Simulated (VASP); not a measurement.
# CaO: single point with PBE

CaO:

```
Ca O
1.0
     0.00000    2.40356    2.40356
     2.40356    0.00000    2.40356
     2.40356    2.40356    0.00000
Ca O
1 1
Cartesian
  -0.0002 0.0077 -0.0011
  2.4043 2.3801 2.4029
```

```json
{"Program": "VASP 6.6.1", "Task": "single point", "Functional": "PBE", "Potentials or basis": "VASP PAW PBE potentials, release 64 (Ca_sv, O)", "Cutoff": "520 eV", "k mesh": "3 × 3 × 3", "Occupations": "gaussian, width 0.1 eV", "Spin": "no spin polarisation"}
```

| Item | Value |
| --- | --- |
| Largest force | 0.217 eV/Å |

Forces in eV/Å, atoms in the order of the input:
```
Ca   0.007 -0.217  0.004
O   -0.007  0.217 -0.004
```

Levels at points of the mesh, in eV from the Fermi level:
```
           k point  band 4  band 5  band 6  band 7  band 8  band 9  band 10  band 11  band 12  band 13
(0.00, 0.00, 0.00)  -16.06  -15.19    0.31    0.31    0.31    7.25     8.75     8.76     8.76    10.08
```

It took 9.5 s on 1 thread of Intel(R) Xeon(R) Platinum 8375C CPU @ 2.90GHz (Ice Lake), on a shared host, peak memory 0.15 GiB.

Caveat: the k points lie up to 0.75 Å⁻¹ apart, too coarse for converged energies and pressures of a metal; the cell carries a net charge on a neutralising background, which shifts energy and pressure; the cell is charged against a uniform background, so pressure and absolute levels hang on convention; an odd number of electrons without spin polarisation forces a metal; a magnetic or distorted state may lie lower.
